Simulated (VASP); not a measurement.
# Ba16O (a cell with a defect) in VASP: single point with PBE+D3(BJ)

Aim: the single point of Ba16O (a cell with a defect) with PBE+D3(BJ).

Program: VASP 6.6.1. These are calculated values, not measurements. Logs are shortened: lines on timing, memory, paths and dates and some standing lists are left out, and cuts for length are marked.

### 1 The cell of the first run

The cell holds a defect, 17 atoms: a = 10.040 Å, b = 10.040 Å, c = 10.040 Å, α = 90.00°, β = 90.00°, γ = 90.00°.

### 2 Single point, PBE+D3(BJ)

The input, INCAR:

```
ALGO = Normal
EDIFF = 1E-7
ENCUT = 520
GGA = PE
ISIF = 2
ISMEAR = 0
IVDW = 12
LASPH = T
LCHARG = F
LREAL = Auto
LWAVE = F
NBANDS = 97
NELM = 100
PREC = Accurate
SIGMA = 0.1
```

The input, KPOINTS:

```
k-points
0
Gamma
  2 2 2
```

The input, POSCAR:

```
Ba16O
1.0
   10.0400000000      0.0000000000      0.0000000000
    0.0000000000     10.0400000000      0.0000000000
    0.0000000000      0.0000000000     10.0400000000
Ba O
16 1
Direct
    0.0247549801      0.0009893426     -0.0009672311
    0.4753014940      0.0010839641     -0.0010335657
   -0.0022655378      0.4909053785      0.0029914343
   -0.0020125498     -0.0031434263      0.5091484064
    0.2500109562      0.2367074701      0.2504547809
    0.5023432271      0.4908615538      0.0029817729
    0.5020908367     -0.0031076693      0.5091685259
    0.7499982072      0.2442806773      0.2554100598
   -0.0029920319      0.5041575697      0.4960032869
    0.2501002988      0.7687107570      0.2311385458
    0.2500534861      0.2611221116      0.7388364542
    0.5030529880      0.5041261952      0.4960060757
    0.7499687251      0.7529367530      0.2472273904
    0.7500348606      0.2520924303      0.7476520916
    0.2500406375      0.7495463147      0.7634299801
    0.7499708167      0.7448623506      0.7555911355
    0.2500408367      0.9424781873      0.0575929283
```

Potentials or basis: VASP PAW PBE potentials, release 64 (Ba_sv, O).

Started as:

```console
$ cat potpaw_PBE.64/Ba_sv/POTCAR potpaw_PBE.64/O/POTCAR > POTCAR
$ mpirun -np 1 vasp_std > vasp.out
```

OUTCAR:

```text
EDIFF = 1E-7
   ENCUT = 520
   GGA = PE
   ISIF = 2
   ISMEAR = 0
   IVDW = 12
   LASPH = T
   LREAL = Auto
   NELM = 100
   PREC = Accurate
 IVDW          = 12

 ion  position               nearest neighbor table
   1  0.025  0.001  0.999-  17 2.41  10 4.00  15 4.13   5 4.13  11 4.33  13 4.47  16 4.49   8 4.49
                            14 4.51   2 4.52
   2  0.475  0.001  0.999-  17 2.41  10 4.00  15 4.13   5 4.13  11 4.33  13 4.47  16 4.49   8 4.49
                            14 4.51   1 4.52
   3  0.998  0.491  0.003-  14 4.30   8 4.33  11 4.33  16 4.34  15 4.35   5 4.37  13 4.37  10 4.41
[... 23 lines left out ...]
  15  0.250  0.750  0.763-   1 4.13   2 4.13   3 4.35   6 4.35   4 4.37   7 4.37   9 4.44  12 4.44
                            10 4.70
  16  0.750  0.745  0.756-   7 4.33   4 4.33  12 4.33   9 4.33   6 4.34   3 4.34   2 4.49   1 4.49

  17  0.250  0.942  0.058-   1 2.41   2 2.41  10 2.47

  LATTYP: Found a simple cubic cell.
 ALAT       =    10.0400000000

  Lattice vectors:

 A1 = (  10.0400000000,   0.0000000000,   0.0000000000)
 A2 = (   0.0000000000,  10.0400000000,   0.0000000000)
 A3 = (   0.0000000000,   0.0000000000,  10.0400000000)

Analysis of symmetry for initial positions (statically):
=====================================================================
 Subroutine PRICEL returns:
 Original cell was already a primitive cell.

 Routine SETGRP: Setting up the symmetry group for a
 simple cubic supercell.

 Subroutine GETGRP returns: Found  1 space group operations
 (whereof  1 operations were pure point group operations)
 out of a pool of 48 trial point group operations.

The static configuration has the point symmetry C_1 .

Analysis of symmetry for dynamics (positions and initial velocities):
=====================================================================
 Subroutine PRICEL returns:
 Original cell was already a primitive cell.

 Routine SETGRP: Setting up the symmetry group for a
 simple cubic supercell.

 Subroutine GETGRP returns: Found  1 space group operations
 (whereof  1 operations were pure point group operations)
 out of a pool of 48 trial point group operations.

The dynamic configuration has the point symmetry C_1 .

 Subroutine INISYM returns: Found  1 space group operations
 (whereof  1 operations are pure point group operations),
 and found     1 'primitive' translations

[... 112 lines left out ...]
   NFREE  =      0    steps in history (QN), initial steepest desc. (CG)
   ISIF   =      2    stress and relaxation
   ISYM   =      2    0-nonsym 1-usesym 2-fastsym
   POTIM  = 0.5000    time-step for ionic-motion
   TEBEG  =    0.0;   TEEND  =   0.0 temperature during run
   PSTRESS=    0.0 pullay stress
   NELECT =     166.0000    total number of electrons
   NUPDOWN=      -1.0000    fix difference up-down
   EMIN   =  10.00;   EMAX   =-10.00  energy-range for DOS
   EFERMI =   0.00;   METHOD = LEGACY
   ISMEAR =     0;   SIGMA  =   0.10  broadening in eV -4-tet -1-fermi 0-gaus
   EFERMI_NEDOS =   21; number of points for ismear=-14 and -15
   IALGO  =     38    algorithm
   IMIX   =      4    mixing-type and parameters
     AMIX     =   0.40;   BMIX     =  1.00
     AMIX_MAG =   1.60;   BMIX_MAG =  1.00
  volume/ion in A,a.u.               =      59.53       401.74
  Fermi-wavevector in a.u.,A,eV,Ry     =   0.896143  1.693464 10.926453  0.803072
  Thomas-Fermi vector in A             =   2.018564
   LORBIT       =      0    0 simple, 1 ext, 2 COOP (PROOUT), +10 PAW based schemes
   GGA     = PE    functional components
   LHFCALC =     F    Hartree Fock is set to
   AEXX    =    0.0000 exact exchange contribution
   IVDW    =    12    specifies the selected vdW correction
   LEPSILON=     F    determine dielectric tensor
   LRPA    =     F    only Hartree local field effects (RPA)
 non-spin polarized calculation
 Gauss-broadening in eV      SIGMA  =   0.10
  energy-cutoff  :      520.00
  volume of cell :     1012.05
 maximum number of plane-waves:     27278
 NGX is ok and might be reduce to    80
   NGX = 37   NGY = 37   NGZ = 37

 number of electron     165.9999998 magnetization

 Free energy of the ion-electron system (eV)
  ---------------------------------------------------
  ext. energy  EPLUGINS =         0.00000000
  ---------------------------------------------------
  free energy    TOTEN  =       -39.99472808 eV

  energy without entropy =      -39.94422840  energy(sigma->0) =      -39.96947824

 E-fermi :   1.7025     XC(G=0):  -7.4203

 val. band max:        1.6662797345   @ k =   0.0000   0.5000   0.0000
 cond. band min:       1.7065467679   @ k =   0.5000   0.5000   0.0000
 fundamental gap:      0.0402670335
 Fermi energy:         1.7025165546

 k-point     1 :       0.0000    0.0000    0.0000
  band No.  band energies     occupation
      1     -27.3107      2.00000
      2     -27.3077      2.00000
      3     -27.2480      2.00000
      4     -27.2353      2.00000
      5     -27.2257      2.00000
      6     -27.2227      2.00000
[... 773 lines left out ...]
     94       2.2225      0.00000
     95       2.2314      0.00000
 [bands above 95 left out]

------------------------ aborting loop because EDIFF is reached ----------------------------------------

 Edisp (eV)   -3.26816

 E8    (eV) :    -1.8671

  FORCE on cell =-STRESS in cart. coord.  units (eV):
  Direction    XX          YY          ZZ          XY          YZ          ZX
  --------------------------------------------------------------------------------------
  -------------------------------------------------------------------------------------
  Total      -1.05467    -1.48536    -1.48220    -0.00073    -0.63893     0.00054
  in kB      -1.66965    -2.35148    -2.34648    -0.00116    -1.01149     0.00086
  external pressure =       -2.12 kB  Pullay stress =        0.00 kB

 VOLUME and BASIS-vectors are now :
 -----------------------------------------------------------------------------
  energy-cutoff  :      520.00
  volume of cell :     1012.05
      direct lattice vectors                 reciprocal lattice vectors
    10.040000000  0.000000000  0.000000000     0.099601594  0.000000000  0.000000000
     0.000000000 10.040000000  0.000000000     0.000000000  0.099601594  0.000000000
     0.000000000  0.000000000 10.040000000     0.000000000  0.000000000  0.099601594

 POSITION                                       TOTAL-FORCE (eV/Angst)
 -----------------------------------------------------------------------------------
      0.24854      0.00993     10.03029        -0.291065      0.089289     -0.088846
      4.77203      0.01088     10.02962         0.290460      0.088247     -0.087701
     10.01725      4.92869      0.03003         0.003822     -0.010582      0.000736
     10.01979     10.00844      5.11185         0.003167      0.000207      0.009381
      2.51011      2.37654      2.51457         0.000333     -0.024703     -0.011973
      5.04353      4.92825      0.02994        -0.004071     -0.010280      0.000720
[... 9 lines left out ...]
      7.52971      7.47842      7.58614         0.000756     -0.008579      0.005624
      2.51041      9.46248      0.57823         0.000169      0.022295     -0.023732
 -----------------------------------------------------------------------------------
    total drift:                               -0.001526      0.000367      0.001349

  FREE ENERGIE OF THE ION-ELECTRON SYSTEM (eV)
  ---------------------------------------------------
  free  energy   TOTEN  =       -43.2628892431 eV

  energy  without entropy=      -43.2123895701  energy(sigma->0) =      -43.23763941
```

OSZICAR:

```text
N       E                     dE             d eps       ncg     rms          rms(c)
DAV:   1     0.148909210694E+04    0.14891E+04   -0.67331E+04  1552   0.141E+03
DAV:   2     0.967587187597E+02   -0.13923E+04   -0.13739E+04  2128   0.290E+02
DAV:   3    -0.371277232094E+02   -0.13389E+03   -0.13110E+03  1984   0.937E+01
DAV:   4    -0.445618114891E+02   -0.74341E+01   -0.73375E+01  2392   0.166E+01
DAV:   5    -0.448174283596E+02   -0.25562E+00   -0.25271E+00  2080   0.306E+00    0.132E+01
DAV:   6    -0.400533140367E+02    0.47641E+01   -0.33616E+01  1928   0.847E+00    0.695E+00
DAV:   7    -0.400805296777E+02   -0.27216E-01   -0.38538E+00  1992   0.362E+00    0.397E+00
DAV:   8    -0.400289351845E+02    0.51594E-01   -0.99930E-01  1888   0.206E+00    0.139E+00
DAV:   9    -0.399909211838E+02    0.38014E-01   -0.43347E-01  2112   0.920E-01    0.371E-01
DAV:  10    -0.399942793686E+02   -0.33582E-02   -0.45539E-02  1856   0.345E-01    0.151E-01
DAV:  11    -0.399946151570E+02   -0.33579E-03   -0.50275E-03  2000   0.130E-01    0.419E-02
DAV:  12    -0.399947161047E+02   -0.10095E-03   -0.42513E-04  2024   0.443E-02    0.181E-02
DAV:  13    -0.399947252886E+02   -0.91840E-05   -0.46865E-05  2040   0.153E-02    0.775E-03
DAV:  14    -0.399947285639E+02   -0.32753E-05   -0.97269E-06  2096   0.796E-03    0.338E-03
DAV:  15    -0.399947282755E+02    0.28844E-06   -0.28263E-06  1760   0.305E-03    0.145E-03
DAV:  16    -0.399947280280E+02    0.24746E-06   -0.50077E-07  1456   0.143E-03    0.598E-04
DAV:  17    -0.399947280773E+02   -0.49258E-07   -0.14769E-07  1224   0.659E-04
   1 F= -.43262889E+02 E0= -.43237639E+02  d E =-.504997E-01
```

It took 33 min on 1 thread of Oxide Virtual Turin-like, shared host; peak memory 1.2 GiB.

What came out:

```yaml
Free_energy: -43.2629 eV
Pressure: -0.2 GPa
Largest_force: 0.317 eV/Å
Band_gap_on_the_k_mesh: zero (bands 83 and 84 overlap by 0.44 eV)
Dispersion_energy_per_atom: -0.192 eV
```

Forces in eV/Å, atoms in the order of the input:
```
Ba  -0.291  0.089 -0.089
Ba   0.290  0.088 -0.088
Ba   0.004 -0.011  0.001
Ba   0.003  0.000  0.009
Ba   0.000 -0.025 -0.012
Ba  -0.004 -0.010  0.001
Ba  -0.004  0.000  0.009
Ba   0.001 -0.005  0.008
Ba   0.014  0.003 -0.004
Ba  -0.001 -0.179  0.181
Ba  -0.001  0.006 -0.005
Ba  -0.014  0.003 -0.004
Ba   0.001  0.005 -0.007
Ba   0.000  0.010 -0.008
Ba   0.000  0.012  0.025
Ba   0.001 -0.009  0.006
O    0.000  0.022 -0.024
```

Caveat: spin-orbit coupling is left out, which moves the levels of the heavy elements.

The gap in the log of VASP goes by the Fermi energy; the results here count the filled bands.